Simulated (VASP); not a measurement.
BN, 2 atoms in the cell. Symmetry: Imm2, No. 44, orthorhombic system. Conventional cell: a = 2.526 Å, b = 2.602 Å, c = 3.626 Å, α = 90.00°, β = 90.00°, γ = 90.00°. B (site symmetry mm2) has 4 N at 1.55 to 1.59 Å within 2.1 Å. Within 2.1 Å of N (site symmetry mm2) lie 4 B at 1.55 to 1.59 Å.  This cell differs from its parent crystal: strain +0.0300 x Voigt [0, 0, 0, 0, 1, 0].

- Program: VASP 6.6.1
- Task: single point
- Functional: PBE
- Potentials or basis: VASP PAW PBE potentials, release 64 (B, N)
- Cutoff: 520 eV
- k mesh: 12 × 12 × 12
- Occupations: gaussian, width 0.05 eV
- Spin: no spin polarisation
- Dipole correction: no
- Further INCAR settings: ALGO = Normal; EDIFF = 1e-06; NBANDS = 11

Potentials or basis: VASP PAW PBE potentials, release 64 (B, N).

The run is started by

```bash
$ cat potpaw_PBE.64/B/POTCAR potpaw_PBE.64/N/POTCAR > POTCAR
$ mpirun -np 1 vasp_std > vasp.out
```

Hardware: 1 thread of Intel Xeon 6975P-C, on a shared host.

Q: How long does it take, and how much memory?

A: Run time: 15 s on 1 thread of Intel Xeon 6975P-C, on a shared host, peak memory 0.15 GiB. Counts: scf iterations 12, k points 280.
